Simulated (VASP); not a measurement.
# Ru (P6_3/mmc) in VASP: a series of runs

Runs on Ru. Level: r2SCAN. Tasks: single point.

Program: VASP 6.6.1. These are calculated values, not measurements. Logs are shortened: lines on timing, memory, paths and dates and some standing lists are left out, and cuts for length are marked.

## 1. The cell of the first run

The structure is hexagonal, space group P6_3/mmc (No. 194). Conventional cell: a = 2.706 Å, b = 2.706 Å, c = 4.258 Å, α = 90.00°, β = 90.00°, γ = 120.00°. Within 3.5 Å of Ru (site symmetry -6m2) lie 12 Ru at 2.64 to 2.71 Å.

## 2. Single point, r2SCAN

File POSCAR:

```
Ru
1.0
    2.7059477279      0.0000000000      0.0000000000
   -1.3529738639      2.3434194737      0.0000000000
    0.0000000000      0.0000000000      4.2579056513
Ru
2
Direct
    0.3333333333      0.6666666667      0.2500000000
    0.6666666667      0.3333333333      0.7500000000
```

File INCAR.step1:

```
PREC = Accurate ; ENCUT = 520
ISMEAR = 1 ; SIGMA = 0.01
LREAL = F ; LASPH = T
NELM = 100 ; NBANDS = 21
GGA = PE ; ALGO = Normal
EDIFF = 1E-4 ; LWAVE = T
LCHARG = F
```

File INCAR.step2:

```
PREC = Accurate ; ENCUT = 520
EDIFF = 1E-6 ; ISMEAR = 1
SIGMA = 0.01 ; LREAL = F
LASPH = T ; NELM = 100
ALGO = Normal ; ISIF = 2
LWAVE = F ; LCHARG = F
METAGGA = R2SCAN ; LMIXTAU = T
NBANDS = 21 ; ISTART = 1
```

File KPOINTS:

```
regular mesh
0
Gamma
  13 13 8
```

Potentials or basis: VASP PAW PBE potentials, release 64 (Ru_pv).

On the command line:

```bash
cat potpaw_PBE.64/Ru_pv/POTCAR > POTCAR
cp INCAR.step1 INCAR
mpirun -np 1 vasp_std > vasp.out
cp INCAR.step2 INCAR
mpirun -np 1 vasp_std > vasp.out
```

OUTCAR:

```text
PREC = Accurate
   ENCUT = 520
   EDIFF = 1E-6
   ISMEAR = 1
   LREAL = F
   LASPH = T
   NELM = 100
   ISIF = 2
   METAGGA = R2SCAN
   ISTART = 1

 ion  position               nearest neighbor table
   1  0.333  0.667  0.250-   2 2.64   2 2.64   2 2.64   2 2.64   2 2.64   2 2.64
   2  0.667  0.333  0.750-   1 2.64   1 2.64   1 2.64   1 2.64   1 2.64   1 2.64

  LATTYP: Found a hexagonal cell.
 ALAT       =     2.7059477279
 C/A-ratio  =     1.5735358105

  Lattice vectors:

 A1 = (   2.7059477279,   0.0000000000,   0.0000000000)
 A2 = (  -1.3529738639,   2.3434194737,   0.0000000000)
 A3 = (   0.0000000000,   0.0000000000,   4.2579056513)

Analysis of symmetry for initial positions (statically):
=====================================================================
 Subroutine PRICEL returns:
 Original cell was already a primitive cell.

 Routine SETGRP: Setting up the symmetry group for a
 hexagonal supercell.

 Subroutine GETGRP returns: Found 24 space group operations
 (whereof 12 operations were pure point group operations)
 out of a pool of 24 trial point group operations.

The static configuration has the point symmetry D_3d.
 The point group associated with its full space group is D_6h.

Analysis of symmetry for dynamics (positions and initial velocities):
=====================================================================
 Subroutine PRICEL returns:
 Original cell was already a primitive cell.

 Routine SETGRP: Setting up the symmetry group for a
 hexagonal supercell.

 Subroutine GETGRP returns: Found 24 space group operations
 (whereof 12 operations were pure point group operations)
 out of a pool of 24 trial point group operations.

The dynamic configuration has the point symmetry D_3d.
 The point group associated with its full space group is D_6h.

 Subroutine INISYM returns: Found 24 space group operations
 (whereof 12 operations are pure point group operations),
 and found     1 'primitive' translations

----------------------------------------------------------------------------------------

                                     Primitive cell

  volume of cell :      27.0001

  direct lattice vectors                    reciprocal lattice vectors
     2.705947728  0.000000000  0.000000000     0.369556289  0.213363423  0.000000000
    -1.352973864  2.343419474  0.000000000     0.000000000  0.426726846  0.000000000
     0.000000000  0.000000000  4.257905651     0.000000000  0.000000000  0.234857247

  length of vectors
     2.705947728  2.705947728  4.257905651     0.426726846  0.426726846  0.234857247

  position of ions in fractional coordinates (direct lattice)
     0.333333333  0.666666667  0.250000000
     0.666666667  0.333333333  0.750000000

  ion indices of the primitive-cell ions
   primitive index   ion index
                 1           1
                 2           2

----------------------------------------------------------------------------------------

 KPOINTS: regular mesh

Automatic generation of k-mesh.
 Grid dimensions read from file:
 generate k-points for:   13   13    8

 Generating k-lattice:

  Cartesian coordinates                     Fractional coordinates (reciprocal lattice)
     0.028427407  0.016412571  0.000000000     0.076923077  0.000000000  0.000000000
     0.000000000  0.032825142  0.000000000     0.000000000  0.076923077  0.000000000
     0.000000000  0.000000000  0.029357156     0.000000000  0.000000000  0.125000000

  Length of vectors
     0.032825142  0.032825142  0.029357156

  Shift w.r.t. Gamma in fractional coordinates (k-lattice)
     0.000000000  0.000000000  0.000000000

 Subroutine IBZKPT returns following result:
 ===========================================

 Found    105 irreducible k-points:

 Following reciprocal coordinates:
            Coordinates               Weight
  0.000000  0.000000  0.000000      1.000000
  0.076923  0.000000  0.000000      6.000000
  0.153846  0.000000  0.000000      6.000000
  0.230769 -0.000000  0.000000      6.000000
  0.307692  0.000000  0.000000      6.000000
  0.384615  0.000000  0.000000      6.000000
[... 16 lines left out ...]
  0.076923  0.000000  0.125000     12.000000
  0.153846  0.000000  0.125000     12.000000
 [... further k-points ...]
   k-points           NKPTS =    105   k-points in BZ     NKDIM =    105   number of bands    NBANDS=     21
   number of dos      NEDOS =    301   number of ions     NIONS =      2
   total plane-waves  NPLWV =  12800
   dimension x,y,z NGX =    20 NGY =   20 NGZ =   32
   dimension x,y,z NGXF=    40 NGYF=   40 NGZF=   64
   ions per type =               2
   NGX,Y,Z   is equivalent  to a cutoff of  12.29, 12.29, 12.49 a.u.
   NGXF,Y,Z  is equivalent  to a cutoff of  24.57, 24.57, 24.99 a.u.
 SYSTEM =  unknown system
   PREC   = accura    normal or accurate (medium, high low for compatibility)
   ISTART =      1    job   : 0-new  1-cont  2-samecut
   ICHARG =      0    charge: 1-file 2-atom 10-const
   ISPIN  =      1    spin polarized calculation?
   LNONCOLLINEAR =      F non collinear calculations
   LSORBIT =      F    spin-orbit coupling
   LASPH  =      T    aspherical Exc in radial PAW
   ENCUT  =  520.0 eV  38.22 Ry    6.18 a.u.   5.03  5.03  7.92*2*pi/ulx,y,z
   NELM   =    100;   NELMIN=  2; NELMDL=  0     # of ELM steps
   EDIFF  = 0.1E-05   stopping-criterion for ELM
   LREAL  =      F    real-space projection
   EDIFFG = 0.1E-04   stopping-criterion for IOM
   NSW    =      0    number of steps for IOM
   IBRION =     -1    ionic relax: 0-MD 1-quasi-New 2-CG
   NFREE  =      0    steps in history (QN), initial steepest desc. (CG)
   ISIF   =      2    stress and relaxation
   ISYM   =      2    0-nonsym 1-usesym 2-fastsym
   POTIM  = 0.5000    time-step for ionic-motion
   TEBEG  =    0.0;   TEEND  =   0.0 temperature during run
   PSTRESS=    0.0 pullay stress
   NELECT =      28.0000    total number of electrons
   NUPDOWN=      -1.0000    fix difference up-down
   EMIN   =  10.00;   EMAX   =-10.00  energy-range for DOS
   EFERMI =   0.00;   METHOD = LEGACY
   ISMEAR =     1;   SIGMA  =   0.01  broadening in eV -4-tet -1-fermi 0-gaus
   EFERMI_NEDOS =   21; number of points for ismear=-14 and -15
   IALGO  =     38    algorithm
   IMIX   =      4    mixing-type and parameters
     AMIX     =   0.40;   BMIX     =  1.00
     AMIX_MAG =   1.60;   BMIX_MAG =  1.00
  volume/ion in A,a.u.               =      13.50        91.10
  Fermi-wavevector in a.u.,A,eV,Ry     =   1.657063  3.131395 37.359663  2.745858
  Thomas-Fermi vector in A             =   2.744880
   LORBIT       =      0    0 simple, 1 ext, 2 COOP (PROOUT), +10 PAW based schemes
   METAGGA = R2SCAN    functional components
   LHFCALC =     F    Hartree Fock is set to
   AEXX    =    0.0000 exact exchange contribution
   IVDW    =     0    specifies the selected vdW correction
   LEPSILON=     F    determine dielectric tensor
   LRPA    =     F    only Hartree local field effects (RPA)
 non-spin polarized calculation
 Methfessel and Paxton  Order N= 1 SIGMA  =   0.01
  energy-cutoff  :      520.00
  volume of cell :       27.00
 maximum number of plane-waves:       743
 NGX is ok and might be reduce to    20
   NGX =  9   NGY =  9   NGZ = 15

 number of electron      28.0000003 magnetization

 Free energy of the ion-electron system (eV)
  ---------------------------------------------------
  ext. energy  EPLUGINS =         0.00000000
  ---------------------------------------------------
  free energy    TOTEN  =       -50.85565816 eV

  energy without entropy =      -50.85561389  energy(sigma->0) =      -50.85564340

 E-fermi :  12.8783     XC(G=0): -15.4488

 val. band max:       12.8778272854   @ k =   0.2308   0.0769   0.2500
 cond. band min:      12.9138713916   @ k =   0.3077   0.1538   0.2500
 fundamental gap:      0.0360441062
 Fermi energy:        12.8783082930

 k-point     1 :       0.0000    0.0000    0.0000
  band No.  band energies     occupation
      1     -32.2874      2.00000
      2     -31.2644      2.00000
      3     -31.2644      2.00000
      4     -31.0728      2.00000
      5     -31.0728      2.00000
      6     -31.0164      2.00000
[... 13 lines left out ...]
     20      21.2335      0.00000
     21      23.8159      0.00000

 k-point     2 :       0.0769    0.0000    0.0000
  band No.  band energies     occupation
      1     -32.2652      2.00000
      2     -31.3106      2.00000
      3     -31.2801      2.00000
      4     -31.1212      2.00000
      5     -31.0789      2.00000
      6     -31.0269      2.00000
[... 13 lines left out ...]
     20      21.2335      0.00000
     21      23.7802      0.00000

 k-point     3 :       0.1538    0.0000    0.0000
  band No.  band energies     occupation
      1     -32.2011      2.00000
      2     -31.4389      2.00000
      3     -31.3225      2.00000
      4     -31.2530      2.00000
      5     -31.0969      2.00000
      6     -31.0587      2.00000
[... 13 lines left out ...]
     20      21.2335      0.00000
     21      23.6647      0.00000

 k-point     4 :       0.2308   -0.0000    0.0000
  band No.  band energies     occupation
      1     -32.1026      2.00000
      2     -31.6198      2.00000
      3     -31.4328      2.00000
      4     -31.3799      2.00000
      5     -31.1242      2.00000
      6     -31.1115      2.00000
[... 13 lines left out ...]
     20      21.2335      0.00000
     21      23.4875      0.00000

 k-point     5 :       0.3077    0.0000    0.0000
  band No.  band energies     occupation
      1     -31.9822      2.00000
      2     -31.8119      2.00000
      3     -31.6167      2.00000
      4     -31.4386      2.00000
      5     -31.1831      2.00000
      6     -31.1548      2.00000
[... 13 lines left out ...]
     20      22.1590      0.00000
     21      23.2837      0.00000
[... 382 lines left out ...]
     20      21.2341      0.00000
     21      21.2353      0.00000

 k-point    22 :       0.0000    0.0000    0.1250
  band No.  band energies     occupation
      1     -32.2416      2.00000
      2     -31.2571      2.00000
      3     -31.2571      2.00000
      4     -31.0801      2.00000
      5     -31.0801      2.00000
      6     -31.0676      2.00000
[... 13 lines left out ...]
     20      21.2335      0.00000
     21      24.6076      0.00000

 k-point    23 :       0.0769    0.0000    0.1250
  band No.  band energies     occupation
      1     -32.2217      2.00000
      2     -31.3022      2.00000
      3     -31.2725      2.00000
      4     -31.1469      2.00000
      5     -31.0866      2.00000
      6     -31.0582      2.00000
[... 13 lines left out ...]
     20      21.2335      0.00000
     21      24.5951      0.00000

 k-point    24 :       0.1538    0.0000    0.1250
  band No.  band energies     occupation
      1     -32.1654      2.00000
      2     -31.4266      2.00000
      3     -31.3140      2.00000
      4     -31.2852      2.00000
      5     -31.1056      2.00000
      6     -31.0782      2.00000
[... 13 lines left out ...]
     20      21.2335      0.00000
     21      24.5662      0.00000

 [... further k-points ...]
[... 5 lines left out ...]
  --------------------------------------------------------------------------------------
  -------------------------------------------------------------------------------------
  Total        0.2376957      0.2376957      0.1911902      0.0000000     -0.0000000      0.0000000
  in kB       14.1047834     14.1047834     11.3451653      0.0000000     -0.0000000      0.0000000
  external PRESSURE =      13.1849107 kB  Pullay stress =       0.0000000 kB

 VOLUME and BASIS-vectors are now :
 -----------------------------------------------------------------------------
  energy-cutoff  :      520.00
  volume of cell :       27.00
      direct lattice vectors                 reciprocal lattice vectors
     2.705947728  0.000000000  0.000000000     0.369556289  0.213363423  0.000000000
    -1.352973864  2.343419474  0.000000000     0.000000000  0.426726846  0.000000000
     0.000000000  0.000000000  4.257905651     0.000000000  0.000000000  0.234857247

 POSITION                                       TOTAL-FORCE (eV/Angst)
 -----------------------------------------------------------------------------------
     -0.00000      1.56228      1.06448         0.000000      0.000000      0.000000
      1.35297      0.78114      3.19343        -0.000000     -0.000000      0.000000
 -----------------------------------------------------------------------------------
    total drift:                               -0.000000      0.000000     -0.000000

  FREE ENERGIE OF THE ION-ELECTRON SYSTEM (eV)
  ---------------------------------------------------
  free  energy   TOTEN  =       -50.8556581609 eV

  energy  without entropy=      -50.8556138869  energy(sigma->0) =      -50.85564340
```

Wall time 1.8 min (1 thread of Intel Xeon Platinum 8559C (Emerald Rapids), shared host); peak memory 0.17 GiB.

Results:

```yaml
Free_energy: -50.8557 eV
Pressure: 1.3 GPa
Band_gap_on_the_k_mesh: zero (bands 14 and 15 overlap by 3.25 eV)
```

Caveat: the PAW data sets were made with another functional, which shifts forces and pressure a little.

## 3. Single point, r2SCAN

POSCAR is that of step 2.

File INCAR.step1:

```
ALGO     = Normal         # electronic algorithm
EDIFF    = 1E-4           # SCF threshold, eV
ENCUT    = 520            # plane-wave cutoff, eV
GGA      = PE             # functional
ISMEAR   = 1              # smearing method
LASPH    = T              # aspherical terms in the spheres
LCHARG   = F              # write CHGCAR
LREAL    = F              # projectors in reciprocal space
LWAVE    = T              # write WAVECAR
NBANDS   = 21             # bands
NELM     = 100            # most SCF steps
PREC     = Accurate       # precision mode
SIGMA    = 0.03           # smearing width, eV
```

File INCAR.step2:

```
ALGO     = Normal         # electronic algorithm
EDIFF    = 1E-6           # SCF threshold, eV
ENCUT    = 520            # plane-wave cutoff, eV
ISIF     = 2              # what is computed and relaxed
ISMEAR   = 1              # smearing method
ISTART   = 1            
LASPH    = T              # aspherical terms in the spheres
LCHARG   = F              # write CHGCAR
LMIXTAU  = T            
LREAL    = F              # projectors in reciprocal space
LWAVE    = F              # write WAVECAR
METAGGA  = R2SCAN         # meta-GGA
NBANDS   = 21             # bands
NELM     = 100            # most SCF steps
PREC     = Accurate       # precision mode
SIGMA    = 0.03           # smearing width, eV
```

File KPOINTS:

```
k-points
0
Gamma
  13 13 8
```

Potentials or basis: VASP PAW PBE potentials, release 64 (Ru_pv).

On the command line:

```bash
cat potpaw_PBE.64/Ru_pv/POTCAR > POTCAR
cp INCAR.step1 INCAR
mpirun -np 1 vasp_std > vasp.out
cp INCAR.step2 INCAR
mpirun -np 1 vasp_std > vasp.out
```

OUTCAR:

```text
EDIFF = 1E-6
   ENCUT = 520
   ISIF = 2
   ISMEAR = 1
   ISTART = 1
   LASPH = T
   LREAL = F
   METAGGA = R2SCAN
   NELM = 100
   PREC = Accurate

 ion  position               nearest neighbor table
   1  0.333  0.667  0.250-   2 2.64   2 2.64   2 2.64   2 2.64   2 2.64   2 2.64
   2  0.667  0.333  0.750-   1 2.64   1 2.64   1 2.64   1 2.64   1 2.64   1 2.64

  LATTYP: Found a hexagonal cell.
 ALAT       =     2.7059477279
 C/A-ratio  =     1.5735358105

  Lattice vectors:

[... 191 lines left out ...]
      2     -31.2641      2.00000
      3     -31.2641      2.00000
      4     -31.0725      2.00000
      5     -31.0725      2.00000
      6     -31.0172      2.00000
[... 565 lines left out ...]
     20      21.2333      0.00000
     21      24.5662      0.00000

 [... further k-points ...]
[... 5 lines left out ...]
  --------------------------------------------------------------------------------------
  -------------------------------------------------------------------------------------
  Total        0.2408447      0.2408447      0.1841178      0.0000000      0.0000000     -0.0000000
  in kB       14.2916420     14.2916420     10.9254901      0.0000000      0.0000000     -0.0000000
  external PRESSURE =      13.1695914 kB  Pullay stress =       0.0000000 kB

 VOLUME and BASIS-vectors are now :
 -----------------------------------------------------------------------------
  energy-cutoff  :      520.00
  volume of cell :       27.00
      direct lattice vectors                 reciprocal lattice vectors
     2.705947728  0.000000000  0.000000000     0.369556289  0.213363423  0.000000000
    -1.352973864  2.343419474  0.000000000     0.000000000  0.426726846  0.000000000
     0.000000000  0.000000000  4.257905651     0.000000000  0.000000000  0.234857247

 POSITION                                       TOTAL-FORCE (eV/Angst)
 -----------------------------------------------------------------------------------
     -0.00000      1.56228      1.06448        -0.000000      0.000000      0.000000
      1.35297      0.78114      3.19343         0.000000      0.000000      0.000000
 -----------------------------------------------------------------------------------
    total drift:                               -0.000000      0.000000     -0.000000

  FREE ENERGIE OF THE ION-ELECTRON SYSTEM (eV)
  ---------------------------------------------------
  free  energy   TOTEN  =       -50.8557378515 eV

  energy  without entropy=      -50.8556500389  energy(sigma->0) =      -50.85570858
```

It took 2.2 min on 1 thread of Intel Xeon Platinum 8559C (Emerald Rapids), shared host; peak memory 0.17 GiB.

What came out:

| Item | Value |
| --- | --- |
| Free energy | -50.8557 eV |
| Pressure | 1.3 GPa |
| Band gap on the k mesh | zero (bands 14 and 15 overlap by 3.25 eV) |

Levels at points of the mesh, in eV from the Fermi level:
| k point | band 12 | band 13 | band 14 | band 15 | band 16 | band 17 |
| --- | --- | --- | --- | --- | --- | --- |
| (0.00, 0.00, 0.00) | -2.06 | -2.06 | -1.57 | -1.57 | 1.19 | 1.19 |
| (0.00, 0.00, 0.50) | -2.98 | -2.86 | -2.86 | 0.52 | 0.52 | 0.52 |

Caveat: the PAW data sets were made with another functional, which shifts forces and pressure a little.

The gap in the log of VASP goes by the Fermi energy; the results here count the filled bands.